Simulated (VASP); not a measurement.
# Pb (Fd-3m) in VASP: further runs

The runs below take Pb through single point, with PBE, LDA, PBEsol, r2SCAN.

Program: VASP 6.6.1. These are calculated values, not measurements. Logs are shortened: lines on timing, memory, paths and dates and some standing lists are left out, and cuts for length are marked.

## Step 1: The cell of the first run

Symmetry: Fd-3m, No. 227, cubic system. Conventional cell: a = 6.969 Å, b = 6.969 Å, c = 6.969 Å, α = 90.00°, β = 90.00°, γ = 90.00°. Pb (site symmetry -43m) has 4 Pb at 3.02 Å within 4.0 Å.

## Step 2: Single point, PBE

INCAR reads:

```
SYSTEM = Pb
  PREC = Accurate
  ENCUT = 520
  EDIFF = 1E-7
  ISMEAR = -1
  SIGMA = 0.05
  LREAL = .False.
  LASPH = .True.
  NELM = 100
  ALGO = Fast
  ISIF = 2
  LWAVE = .False.
  LCHARG = .True.
  GGA = PE
  LELF = .True.
  LVHAR = .True.
  NBANDS = 21
```

KPOINTS reads:

```
Automatic mesh
0
Gamma
  7 7 7
  0 0 0
```

POSCAR reads:

```
Pb
1.0
    0.0000000000      3.4842552460      3.4842552460
    3.4842552460      0.0000000000      3.4842552460
    3.4842552460      3.4842552460      0.0000000000
Pb
2
Direct
    0.2500000000      0.2500000000      0.2500000000
    0.0000000000      0.0000000000      0.0000000000
```

Potentials or basis: VASP PAW PBE potentials, release 64 (Pb_d).

The run is started by

```bash
> cat potpaw_PBE.64/Pb_d/POTCAR > POTCAR
> mpirun -np 1 vasp_std > vasp.out
```

OUTCAR:

```text
SYSTEM = Pb
   PREC = Accurate
   ENCUT = 520
   EDIFF = 1E-7
   ISMEAR = -1
   LREAL = .False.
   LASPH = .True.
   NELM = 100
   ISIF = 2
   GGA = PE

 ion  position               nearest neighbor table
   1  0.250  0.250  0.250-   2 3.02   2 3.02   2 3.02   2 3.02
   2  0.000  0.000  0.000-   1 3.02   1 3.02   1 3.02   1 3.02

  LATTYP: Found a face centered cubic cell.
 ALAT       =     6.9685104920

  Lattice vectors:

 A1 = (   0.0000000000,   3.4842552460,   3.4842552460)
 A2 = (   3.4842552460,   0.0000000000,   3.4842552460)
 A3 = (   3.4842552460,   3.4842552460,   0.0000000000)

Analysis of symmetry for initial positions (statically):
=====================================================================
 Subroutine PRICEL returns:
 Original cell was already a primitive cell.

 Routine SETGRP: Setting up the symmetry group for a
 face centered cubic supercell.

 Subroutine GETGRP returns: Found 48 space group operations
 (whereof 24 operations were pure point group operations)
 out of a pool of 48 trial point group operations.

The static configuration has the point symmetry T_d .
 The point group associated with its full space group is O_h .

Analysis of symmetry for dynamics (positions and initial velocities):
=====================================================================
 Subroutine PRICEL returns:
 Original cell was already a primitive cell.

 Routine SETGRP: Setting up the symmetry group for a
 face centered cubic supercell.

 Subroutine GETGRP returns: Found 48 space group operations
 (whereof 24 operations were pure point group operations)
 out of a pool of 48 trial point group operations.

The dynamic configuration has the point symmetry T_d .
 The point group associated with its full space group is O_h .

 Subroutine INISYM returns: Found 48 space group operations
 (whereof 24 operations are pure point group operations),
 and found     1 'primitive' translations

----------------------------------------------------------------------------------------

                                     Primitive cell

  volume of cell :      84.5980

  direct lattice vectors                    reciprocal lattice vectors
     0.000000000  3.484255246  3.484255246    -0.143502690  0.143502690  0.143502690
     3.484255246  0.000000000  3.484255246     0.143502690 -0.143502690  0.143502690
     3.484255246  3.484255246  0.000000000     0.143502690  0.143502690 -0.143502690

  length of vectors
     4.927481024  4.927481024  4.927481024     0.248553950  0.248553950  0.248553950

  position of ions in fractional coordinates (direct lattice)
     0.250000000  0.250000000  0.250000000
     0.000000000  0.000000000  0.000000000

  ion indices of the primitive-cell ions
   primitive index   ion index
                 1           1
                 2           2

----------------------------------------------------------------------------------------

 KPOINTS: Automatic mesh

Automatic generation of k-mesh.
 Grid dimensions read from file:
 generate k-points for:    7    7    7

 Generating k-lattice:

  Cartesian coordinates                     Fractional coordinates (reciprocal lattice)
    -0.020500384  0.020500384  0.020500384     0.142857143  0.000000000  0.000000000
     0.020500384 -0.020500384  0.020500384     0.000000000  0.142857143  0.000000000
     0.020500384  0.020500384 -0.020500384     0.000000000  0.000000000  0.142857143

  Length of vectors
     0.035507707  0.035507707  0.035507707

  Shift w.r.t. Gamma in fractional coordinates (k-lattice)
     0.000000000  0.000000000  0.000000000

 Subroutine IBZKPT returns following result:
 ===========================================

 Found     20 irreducible k-points:

 Following reciprocal coordinates:
            Coordinates               Weight
  0.000000  0.000000  0.000000      1.000000
  0.142857  0.000000  0.000000      8.000000
  0.285714  0.000000  0.000000      8.000000
  0.428571  0.000000  0.000000      8.000000
  0.142857  0.142857  0.000000      6.000000
  0.285714  0.142857  0.000000     24.000000
[... 12 lines left out ...]
 -0.428571  0.428571  0.142857     24.000000
 -0.285714  0.428571  0.142857     24.000000
   k-points           NKPTS =     20   k-points in BZ     NKDIM =     20   number of bands    NBANDS=     21
   number of dos      NEDOS =    301   number of ions     NIONS =      2
   total plane-waves  NPLWV =  64000
   dimension x,y,z NGX =    40 NGY =   40 NGZ =   40
   dimension x,y,z NGXF=    80 NGYF=   80 NGZF=   80
   ions per type =               2
   NGX,Y,Z   is equivalent  to a cutoff of  13.50, 13.50, 13.50 a.u.
   NGXF,Y,Z  is equivalent  to a cutoff of  26.99, 26.99, 26.99 a.u.
 SYSTEM =  Pb
   PREC   = accura    normal or accurate (medium, high low for compatibility)
   ISTART =      0    job   : 0-new  1-cont  2-samecut
   ICHARG =      2    charge: 1-file 2-atom 10-const
   ISPIN  =      1    spin polarized calculation?
   LNONCOLLINEAR =      F non collinear calculations
   LSORBIT =      F    spin-orbit coupling
   LASPH  =      T    aspherical Exc in radial PAW
   ENCUT  =  520.0 eV  38.22 Ry    6.18 a.u.   9.16  9.16  9.16*2*pi/ulx,y,z
   NELM   =    100;   NELMIN=  2; NELMDL= -5     # of ELM steps
   EDIFF  = 0.1E-06   stopping-criterion for ELM
   LREAL  =      F    real-space projection
   EDIFFG = 0.1E-05   stopping-criterion for IOM
   NSW    =      0    number of steps for IOM
   IBRION =     -1    ionic relax: 0-MD 1-quasi-New 2-CG
   NFREE  =      0    steps in history (QN), initial steepest desc. (CG)
   ISIF   =      2    stress and relaxation
   ISYM   =      2    0-nonsym 1-usesym 2-fastsym
   POTIM  = 0.5000    time-step for ionic-motion
   TEBEG  =    0.0;   TEEND  =   0.0 temperature during run
   PSTRESS=    0.0 pullay stress
   NELECT =      28.0000    total number of electrons
   NUPDOWN=      -1.0000    fix difference up-down
   EMIN   =  10.00;   EMAX   =-10.00  energy-range for DOS
   EFERMI =   0.00;   METHOD = LEGACY
   ISMEAR =    -1;   SIGMA  =   0.05  broadening in eV -4-tet -1-fermi 0-gaus
   EFERMI_NEDOS =   21; number of points for ismear=-14 and -15
   IALGO  =     68    algorithm
   IMIX   =      4    mixing-type and parameters
     AMIX     =   0.40;   BMIX     =  1.00
     AMIX_MAG =   1.60;   BMIX_MAG =  1.00
  volume/ion in A,a.u.               =      42.30       285.45
  Fermi-wavevector in a.u.,A,eV,Ry     =   1.132420  2.139964 17.447773  1.282375
  Thomas-Fermi vector in A             =   2.269121
   LORBIT       =      0    0 simple, 1 ext, 2 COOP (PROOUT), +10 PAW based schemes
   GGA     = PE    functional components
   LHFCALC =     F    Hartree Fock is set to
   AEXX    =    0.0000 exact exchange contribution
   IVDW    =     0    specifies the selected vdW correction
   LEPSILON=     F    determine dielectric tensor
   LRPA    =     F    only Hartree local field effects (RPA)
 non-spin polarized calculation
 RMM-DIIS sequential band-by-band and
  energy-cutoff  :      520.00
  volume of cell :       84.60
 maximum number of plane-waves:      2293
 NGX is ok and might be reduce to    40
   NGX = 19   NGY = 19   NGZ = 19

 number of electron      27.9999998 magnetization

 Free energy of the ion-electron system (eV)
  ---------------------------------------------------
  ext. energy  EPLUGINS =         0.00000000
  ---------------------------------------------------
  free energy    TOTEN  =        -6.59832218 eV

  energy without entropy =       -6.59215158  energy(sigma->0) =       -6.59523688

 E-fermi :   3.9981     XC(G=0):  -8.2578

 val. band max:        3.9688359105   @ k =  -0.1429   0.1429   0.0000
 cond. band min:       4.0154759935   @ k =   0.1429   0.0000   0.0000
 fundamental gap:      0.0466400831
 Fermi energy:         3.9981083373

 k-point     1 :       0.0000    0.0000    0.0000
  band No.  band energies     occupation
      1     -13.1286      2.00000
      2     -13.1286      2.00000
      3     -13.1286      2.00000
      4     -13.0586      2.00000
      5     -13.0586      2.00000
      6     -12.6693      2.00000
[... 13 lines left out ...]
     20      11.9592      0.00000
     21      11.9596      0.00000

 k-point     2 :       0.1429    0.0000    0.0000
  band No.  band energies     occupation
      1     -13.1453      2.00000
      2     -13.1453      2.00000
      3     -13.1243      2.00000
      4     -13.0345      2.00000
      5     -13.0345      2.00000
      6     -12.6992      2.00000
[... 13 lines left out ...]
     20      11.1873      0.00000
     21      11.1877      0.00000

 k-point     3 :       0.2857    0.0000    0.0000
  band No.  band energies     occupation
      1     -13.1642      2.00000
      2     -13.1642      2.00000
      3     -13.1141      2.00000
      4     -13.0011      2.00000
      5     -13.0011      2.00000
      6     -12.7276      2.00000
[... 13 lines left out ...]
     20      11.1514      0.00000
     21      11.1514      0.00000

 k-point     4 :       0.4286    0.0000    0.0000
  band No.  band energies     occupation
      1     -13.1721      2.00000
      2     -13.1721      2.00000
      3     -13.1054      2.00000
      4     -12.9846      2.00000
      5     -12.9846      2.00000
      6     -12.7395      2.00000
[... 13 lines left out ...]
     20      12.0114      0.00000
     21      12.0117      0.00000

 k-point     5 :       0.1429    0.1429    0.0000
  band No.  band energies     occupation
      1     -13.1424      2.00000
      2     -13.1420      2.00000
      3     -13.1420      2.00000
      4     -13.0381      2.00000
      5     -13.0085      2.00000
      6     -12.7502      2.00000
[... 13 lines left out ...]
     20      10.1035      0.00000
     21      12.4483      0.00000
[... 286 lines left out ...]
     20      11.5718      0.00000
     21      12.3289      0.00000

 k-point    18 :      -0.4286    0.2857    0.1429
  band No.  band energies     occupation
      1     -13.2101      2.00000
      2     -13.1924      2.00000
      3     -13.0456      2.00000
      4     -12.9462      2.00000
      5     -12.9071      2.00000
      6     -12.8536      2.00000
[... 13 lines left out ...]
     20      11.8958      0.00000
     21      12.4363      0.00000

 k-point    19 :      -0.4286    0.4286    0.1429
  band No.  band energies     occupation
      1     -13.2045      2.00000
      2     -13.2018      2.00000
      3     -13.0363      2.00000
      4     -12.9491      2.00000
      5     -12.9024      2.00000
      6     -12.8344      2.00000
[... 13 lines left out ...]
     20      12.1512      0.00000
     21      13.5087      0.00000

 k-point    20 :      -0.2857    0.4286    0.1429
  band No.  band energies     occupation
      1     -13.2186      2.00000
      2     -13.2029      2.00000
      3     -13.0069      2.00000
      4     -12.9222      2.00000
      5     -12.8901      2.00000
      6     -12.8509      2.00000
[... 13 lines left out ...]
     20      12.3813      0.00000
     21      13.4510      0.00000

------------------------ aborting loop because EDIFF is reached ----------------------------------------

  FORCE on cell =-STRESS in cart. coord.  units (eV):
  Direction    XX          YY          ZZ          XY          YZ          ZX
  --------------------------------------------------------------------------------------
  -------------------------------------------------------------------------------------
  Total        0.5511163      0.5511163      0.5511163      0.0000000      0.0000000     -0.0000000
  in kB       10.4374398     10.4374398     10.4374398      0.0000000      0.0000000     -0.0000000
  external PRESSURE =      10.4374398 kB  Pullay stress =       0.0000000 kB

 VOLUME and BASIS-vectors are now :
 -----------------------------------------------------------------------------
  energy-cutoff  :      520.00
  volume of cell :       84.60
      direct lattice vectors                 reciprocal lattice vectors
     0.000000000  3.484255246  3.484255246    -0.143502690  0.143502690  0.143502690
     3.484255246  0.000000000  3.484255246     0.143502690 -0.143502690  0.143502690
     3.484255246  3.484255246  0.000000000     0.143502690  0.143502690 -0.143502690

 POSITION                                       TOTAL-FORCE (eV/Angst)
 -----------------------------------------------------------------------------------
      1.74213      1.74213      1.74213         0.000000      0.000000      0.000000
      0.00000      0.00000      0.00000        -0.000000     -0.000000     -0.000000
 -----------------------------------------------------------------------------------
    total drift:                               -0.000000     -0.000000      0.000000

  FREE ENERGIE OF THE ION-ELECTRON SYSTEM (eV)
  ---------------------------------------------------
  free  energy   TOTEN  =        -6.5983221788 eV

  energy  without entropy=       -6.5921515762  energy(sigma->0) =       -6.59523688
```

Run time: 23 s. Hardware: 1 thread of Intel Xeon 6975P-C (Granite Rapids), shared host; peak memory 0.24 GiB.

Results:

```yaml
Free_energy: -6.5983 eV
Pressure: 1.0 GPa
Band_gap_on_the_k_mesh: zero (band 14 reaches 4.38 eV, above the bottom of band 15 at 3.33 eV)
```

Levels at points of the mesh, in eV from the Fermi level:
| k point | band 11 | band 12 | band 13 | band 14 | band 15 | band 16 | band 17 | band 18 |
| --- | --- | --- | --- | --- | --- | --- | --- | --- |
| (0.00, 0.00, 0.00) | -10.92 | -4.14 | 0.38 | 0.38 | 0.38 | 2.38 | 2.38 | 2.38 |

Caveat: spin-orbit coupling is left out, which moves the levels of the heavy elements.

## Step 3: Single point, LDA

This run uses another cell than the first one, of 43.11 Å³/atom, 1.019 times its volume.

INCAR reads:

```
PREC = Accurate
ENCUT = 520
EDIFF = 1E-7
ISMEAR = -1
SIGMA = 0.05
LREAL = False
LASPH = True
NELM = 60
ALGO = Normal
ISIF = 2
LWAVE = False
LCHARG = True
LELF = True
LVHAR = True
NBANDS = 21
```

KPOINTS reads:

```
Automatic mesh
0
Gamma
  7 7 7
```

POSCAR reads:

```
Pb
1.0
    0.0000000000      3.5064485529      3.5064485529
    3.5064485529      0.0000000000      3.5064485529
    3.5064485529      3.5064485529      0.0000000000
Pb
2
Direct
    0.2500000000      0.2500000000      0.2500000000
    0.0000000000      0.0000000000      0.0000000000
```

Potentials or basis: VASP PAW LDA potentials, release 64 (Pb_d).

The run is started by

```bash
> cat potpaw_LDA.64/Pb_d/POTCAR > POTCAR
> mpirun -np 1 vasp_std > vasp.out
```

Wall time 19 s (1 thread of Intel Xeon 6975P-C (Granite Rapids), shared host); peak memory 0.19 GiB.

The run converged. Its results:

- Free energy: -7.8440 eV
- Pressure: -2.2 GPa
- Band gap on the k mesh: zero (band 14 reaches 3.91 eV, above the bottom of band 15 at 2.89 eV)

Levels at points of the mesh, in eV from the Fermi level:
```csv
k point,band 11,band 12,band 13,band 14,band 15,band 16,band 17,band 18
"(0.00, 0.00, 0.00)",-10.82,-4.26,0.38,0.38,0.38,2.35,2.35,2.35
```

Caveat: spin-orbit coupling is left out, which moves the levels of the heavy elements.

[end of part 1 of 3]
